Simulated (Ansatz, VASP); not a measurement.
## Two plane-wave programs on BeS

```xyz
2
Lattice="0.0000 2.5480 2.4675 2.4675 0.0000 2.4675 2.4675 2.5480 0.0000" Properties=species:S:1:pos:R:3 pbc="T T T"
Be    0.0000    0.0000    0.0000
S     3.7013    3.8220    3.7013
```

Alike in both runs: task single point; functional PBEsol; k mesh 10 × 10 × 10; occupations gaussian, width 0.05 eV; no spin polarisation.

|  | VASP | Ansatz |
| --- | --- | --- |
| version | VASP 6.6.1 | Ansatz 0.2.0 |
| potentials or method | VASP PAW PBE potentials, release 64 (Be, S), cutoff 520 eV | scalar-relativistic, plane waves, PAW |
| valence electrons in the cell | 8 | 8 |

```tsv
	VASP	Ansatz	Ansatz less VASP
gap on the k mesh at the Fermi level (eV)	2.97	2.97	-0.003
least direct gap on the mesh (eV)	4.96	4.96	-0.001
pressure (GPa)	-7.4	-7.5	-0.13
traceless stress, the component that is largest in VASP (GPa)	-2.01	-2.02	-0.009
```

VASP's potentials were made for PBE, not for PBEsol.
